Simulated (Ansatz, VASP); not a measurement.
# BaTiO3: VASP beside Ansatz

```xyz
5
Lattice="3.8763 0.0000 0.0000 0.0000 2.7591 2.7672 0.0000 -2.7591 2.7672" Properties=species:S:1:pos:R:3 pbc="T T T"
Ba    0.0000    0.0000    0.0000
Ti    1.9381    0.0000    2.8358
O     0.0000    0.0000    2.6974
O     1.9381   -1.3426    4.1427
O     1.9381    1.3426    4.1427
```

Alike in both runs: task single point; functional r2SCAN; k mesh 6 × 6 × 6; no spin polarisation.

```csv
,VASP,Ansatz
version,VASP 6.6.1,Ansatz 0.2.0
potentials or method,"VASP PAW PBE potentials, release 64 (Ba_sv, Ti_sv, O), cutoff 520 eV","plane waves, PAW"
occupations,"gaussian, width 0.01 eV",fixed
valence electrons in the cell,40,40
```

Ansatz gave:

| Property | Result |
| --- | --- |
| pressure (GPa) | 16.7 |
| traceless stress, the component that is largest in VASP (GPa) | -0.51 |

Problem. Estimate VASP's values.

Solution. Pressure (GPa): 19.3; traceless stress, the component that is largest in VASP (GPa): -0.51.

VASP's potentials were made for PBE, not for r2SCAN.

Neither program's run includes spin-orbit coupling.
